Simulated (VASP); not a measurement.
Here is a VASP 6.6.1 calculation.

Contents of INCAR:

```
SYSTEM = TaN
ALGO = Normal
EDIFF = 1E-8
ENCUT = 520
GGA = CA
GGA_COMPAT = .False.
ISIF = 2
ISMEAR = -1
LASPH = .True.
LCHARG = .False.
LEFG = .True.
LREAL = .False.
LWAVE = .False.
NBANDS = 36
NELM = 120
PREC = Accurate
SIGMA = 0.03
```

Contents of KPOINTS:

```
k-points
0
Gamma
  5 5 8
  0 0 0
```

Contents of POSCAR:

```
TaN
1.0
    5.1149231080      0.0000000000      0.0000000000
   -2.5574615540      4.4296533499      0.0000000000
    0.0000000000      0.0000000000      2.8686978849
Ta N
3 3
Direct
    0.0000000000      0.0000000000      0.0000000000
    0.3333333333      0.6666666667      0.5000000000
    0.6666666667      0.3333333333      0.5000000000
    0.5000000000      0.0000000000      0.0000000000
    0.5000000000      0.5000000000      0.0000000000
    0.0000000000      0.5000000000      0.0000000000
```

Potentials or basis: VASP PAW LDA potentials, release 64 (Ta_sv_GW, N).

Launch:

```console
$ cat potpaw_LDA.64/Ta_sv_GW/POTCAR potpaw_LDA.64/N/POTCAR > POTCAR
$ mpirun -np 1 vasp_std > vasp.out
```

What does it give for the band gap on the k mesh?

Zero (bands 27 and 28 overlap by 2.29 eV).

Predict the pressure.

10.4 GPa.

Stress tensor (GPa, compression positive):
```
 9.33  0.00  0.00
 0.00  9.33  0.00
 0.00  0.00 12.45
```

Caveat: the cell stands under pressure; without QUAD_EFG the Cq values of the log hold for a quadrupole moment of 1 mb, not for the nuclei; spin-orbit coupling is left out, which moves the levels of the heavy elements.
